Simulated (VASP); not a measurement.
RbAuBr3, 5 atoms in the cell. The structure is cubic, space group Pm-3m (No. 221). The conventional cell has a = 5.437 Å, b = 5.437 Å, c = 5.437 Å, α = 90.00°, β = 90.00°, γ = 90.00°. Within 5.0 Å of Rb (site symmetry m-3m) lie 12 Br at 3.84 Å and 8 Au at 4.71 Å. Within 3.6 Å of Au (site symmetry m-3m) lie 6 Br at 2.72 Å. Br (site symmetry 4/mmm) has 2 Au at 2.72 Å within 3.6 Å. 

```yaml
Program: VASP 6.6.1
Task: single point
Functional: LDA
Potentials_or_basis: VASP PAW LDA potentials, release 64 (Rb_sv, Au, Br)
Cutoff: 520 eV
k_mesh: 5 × 5 × 5
Occupations: gaussian, width 0.1 eV
Spin: no spin polarisation
Dipole_correction: no
Further_INCAR_settings: ALGO = Normal; EDIFF = 1e-06; NBANDS = 28
```

Potentials or basis: VASP PAW LDA potentials, release 64 (Rb_sv, Au, Br).

Command:

```console
$ cat potpaw_LDA.64/Rb_sv/POTCAR potpaw_LDA.64/Au/POTCAR potpaw_LDA.64/Br/POTCAR > POTCAR
$ mpirun -np 1 vasp_std > vasp.out
```

Hardware: 1 thread of Intel(R) Xeon(R) Platinum 8488C (Sapphire Rapids), on a shared host.

Q: How long does it take, and how much memory?

A: Run time: 24 s on 1 thread of Intel(R) Xeon(R) Platinum 8488C (Sapphire Rapids) (shared host), peak memory 0.22 GiB. Counts: scf iterations 13, k points 10.
